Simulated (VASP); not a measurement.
ZnS:

```
Zn S
1.0
     2.70200    2.70200    0.00000
    -2.70200    2.70200    0.00000
     0.00000    2.70200    2.70200
Zn S
1 1
Cartesian
  1.3510 4.0530 1.3510
  0.0000 0.0000 0.0000
```

```yaml
Program: VASP 6.6.1
Task: relaxation of cell and atoms
Functional: LDA
Potentials_or_basis: VASP PAW LDA potentials, release 64 (Zn, S)
Cutoff: 600 eV
k_mesh: 12 × 12 × 12
Occupations: fermi-dirac, width 0.08 eV
Spin: no spin polarisation
```

At the start: pressure -4.4 GPa; volume 19.73 Å³/atom.

Task: How do energy, volume and symmetry change on relaxing?

Result: Over 3 steps the energy falls by 15.7 meV/atom and the volume is 18.63 Å³/atom (-5.6 %); space group F-43m (No. 216, to 0.05 Å).

The path:
```tsv
step	energy change (eV)	largest force (eV/Å)	pressure (GPa)	volume (Å³)
1	0.0000	0.0000	-4.35	39.45
2	-0.0268	0.0000	1.92	36.47
3	-0.0314	0.0000	-0.01	37.25
```

Final structure:
```cif
data_structure
_symmetry_space_group_name_H-M 'P 1'
_symmetry_Int_Tables_number 1
_cell_length_a 3.7489
_cell_length_b 3.7489
_cell_length_c 3.7489
_cell_angle_alpha 60.000
_cell_angle_beta 60.000
_cell_angle_gamma 90.000
_cell_volume 37.25
loop_
_atom_site_label
_atom_site_type_symbol
_atom_site_fract_x
_atom_site_fract_y
_atom_site_fract_z
_atom_site_occupancy
Zn1 Zn 0.75000 0.25000 0.50000 1
S1 S 0.00000 0.00000 0.00000 1
```
